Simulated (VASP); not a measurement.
GaSb:

```
CELL_PARAMETERS angstrom
0.00000 2.99655 2.99655
2.99655 0.00000 2.99655
2.99655 2.99655 0.00000
ATOMIC_POSITIONS crystal
Sb 0.75000 0.75000 0.75000
Ga 0.00000 0.00000 0.00000
```

Base run:

- Program: VASP 6.6.1
- Functional: BLYP
- Dispersion: D4
- Potentials or basis: VASP PAW PBE potentials, release 64 (Sb, Ga_d)
- Cutoff: 520 eV
- k mesh: 8 × 8 × 8
- Occupations: fermi-dirac, width 0.05 eV
- Spin: no spin polarisation

Its results: band gap on the k mesh 0.34 eV, direct; pressure 4.3 GPa.

Task: The run is repeated on the same cell with these changes: functional from BLYP to PBE. What comes out?

Result: Band gap on the k mesh 0.49 eV, direct; pressure 3.6 GPa.

PBE binds more tightly than BLYP, so the same cell stands under less pressure.

Caveats: spin-orbit coupling is left out, which moves the levels of the heavy elements; the PAW data sets were made with another functional, which shifts forces and pressure a little (some runs).

A k mesh can miss the band edges.
